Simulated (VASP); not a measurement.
Wanted: the native input for a VASP 6.6.1 run.

- Task: single point
- Functional: PBE
- Potentials or basis: VASP PAW PBE potentials, release 64 (Cu_sv_GW, O)
- Cutoff: 700 eV
- k mesh: 8 × 8 × 6
- Occupations: fermi-dirac, width 0.05 eV
- Spin: no spin polarisation
- Dipole correction: no
- Second run: valence_matched
- Further INCAR settings: ALGO = Normal; EDIFF = 1e-06; NBANDS = 33

The structure of CuO lies in POSCAR:

```
CuO
1.0
    2.8576394020      0.0000000000      0.0000000000
    0.0000000000      2.8576394020      0.0000000000
    0.0000000000      0.0000000000      5.1390139443
Cu O
2 2
Direct
    0.0000000000      0.5000000000      0.0000000000
    0.5000000000      0.0000000000      0.5000000000
    0.0000000000      0.0000000000      0.2500000000
    0.0000000000      0.0000000000      0.7500000000
```

One way to write it, as run:

INCAR

```
  ALGO = Normal
  EDIFF = 1E-6
  ENCUT = 700
  GGA = PE
  GGA_COMPAT = F
  ISIF = 2
  ISMEAR = -1
  LASPH = T
  LCHARG = F
  LREAL = F
  LWAVE = F
  NBANDS = 33
  NELM = 120
  PREC = Accurate
  SIGMA = 0.05
```

KPOINTS

```
k-points
0
Gamma
  8 8 6
```

Potentials or basis: VASP PAW PBE potentials, release 64 (Cu_sv_GW, O).

Command:

```console
$ cat potpaw_PBE.64/Cu_sv_GW/POTCAR potpaw_PBE.64/O/POTCAR > POTCAR
$ mpirun -np 1 vasp_std > vasp.out
```

Results of the run:

```yaml
Pressure: 7.0 GPa
Band_gap_on_the_k_mesh: zero (band 25 reaches 6.29 eV, above the bottom of band 26 at 5.14 eV)
```

Caveat: semilocal functionals often make such compounds metallic where correlation or magnetic order opens a gap, which also shifts bond lengths.

It took 89 s on 1 thread of Intel(R) Xeon(R) 6975P-C (Granite Rapids) (shared host), peak memory 0.27 GiB.
